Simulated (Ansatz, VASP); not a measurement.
**Two plane-wave programs on Ru**

INCAR

```
  ALGO = Fast
  EDIFF = 1E-6
  EDIFFG = -0.01
  ENCUT = 600
  GGA = PS
  IBRION = 2
  ISIF = 3
  ISMEAR = 0
  LASPH = True
  LCHARG = False
  LREAL = False
  LWAVE = False
  NELM = 60
  NSW = 100
  PREC = Accurate
  SIGMA = 0.1
```

KPOINTS

```
k-points
0
Gamma
  14 14 14
```

The input POSCAR:

```
Ru
1.0
    0.0000000000      2.6950962373      2.6950962373
    2.6950962373      0.0000000000      2.6950962373
    2.6950962373      2.6950962373      0.0000000000
Ru
2
Direct
    0.0000000000      0.0000000000      0.0000000000
    0.2500000000      0.2500000000      0.2500000000
```

Input for Ansatz:

```yaml
crystal:
  lattice:
    - [0.0, 2.6950962373, 2.6950962373]
    - [2.6950962373, 0.0, 2.6950962373]
    - [2.6950962373, 2.6950962373, 0.0]
  atoms:
    - { symbol: Ru, position: [0.0, 0.0, 0.0] }
    - { symbol: Ru, position: [0.25, 0.25, 0.25] }
basis:
  ecutwfc: 420
kpoints:
  mp_grid: { grid: [14, 14, 14] }
hamiltonian:
  xc: pbesol
scf:
  occupations: { method: gaussian, width: 0.1 }
output:
  forces: true
  stress: true
  eigenvalues: true
relax:
  adjacent_minimum: "off"
  f_tol: 0.01
  max_steps: 80
  cell: { stress_tol: 0.05 }
```

Alike in both runs: task relaxation of cell and atoms; functional PBEsol; k mesh 14 × 14 × 14; occupations gaussian, width 0.1 eV; no spin polarisation.

```csv
,VASP,Ansatz
version,VASP 6.6.1,Ansatz 0.2.0
potentials or method,"VASP PAW PBE potentials, release 64 (Ru_pv), cutoff 600 eV","scalar-relativistic, plane waves, PAW"
valence electrons in the cell,28,32
```

Ansatz gave:

```
gap on the k mesh at the Fermi level, each at its own relaxed structure (eV) : none
relaxed volume (Å³/atom)                                                     : 19.58
relaxed cell length with the largest relative difference (Å)                 : 3.811
```

Which values does VASP return?

gap on the k mesh at the Fermi level, each at its own relaxed structure (eV): none; relaxed volume (Å³/atom): 19.61; relaxed cell length with the largest relative difference (Å): 3.814.

VASP's potentials were made for PBE, not for PBEsol. A gap of «none» marks a metal or a gap that the smearing closes. VASP's potentials hold 28 valence electrons a cell and Ansatz's 32, so a difference there can come from the potentials and not from the codes.
